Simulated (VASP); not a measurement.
A run of VASP 6.6.1 is set up as follows.

Contents of INCAR:

```
ALGO     = Normal         # electronic algorithm
EDIFF    = 1E-6           # SCF threshold, eV
ENCUT    = 600            # plane-wave cutoff, eV
GGA      = PE             # functional
GGA_COMPAT= F            
ISIF     = 2              # what is computed and relaxed
ISMEAR   = 0              # smearing method
LASPH    = T              # aspherical terms in the spheres
LCHARG   = F              # write CHGCAR
LREAL    = F              # projectors in reciprocal space
LWAVE    = F              # write WAVECAR
NBANDS   = 11             # bands
NELM     = 120            # most SCF steps
PREC     = Accurate       # precision mode
SIGMA    = 0.02           # smearing width, eV
```

File KPOINTS:

```
k-points
0
Gamma
  12 12 12
```

File POSCAR:

```
C
1.0
    0.0000000000      1.7857947418      1.7857947418
    1.7857947418      0.0000000000      1.7857947418
    1.7857947418      1.7857947418      0.0000000000
C
2
Direct
    0.0000000000      0.0000000000      0.0000000000
    0.2500000000      0.2500000000      0.2500000000
```

Potentials or basis: VASP PAW PBE potentials, release 64 (C).

Run with:

```bash
$ cat potpaw_PBE.64/C/POTCAR > POTCAR
$ mpirun -np 1 vasp_std > vasp.out
```

(1) What does it give for the pressure?

(2) Estimate the band gap on the k mesh.

Results:

(1) 0.0 GPa.

(2) 4.14 eV (least direct gap 5.58 eV).
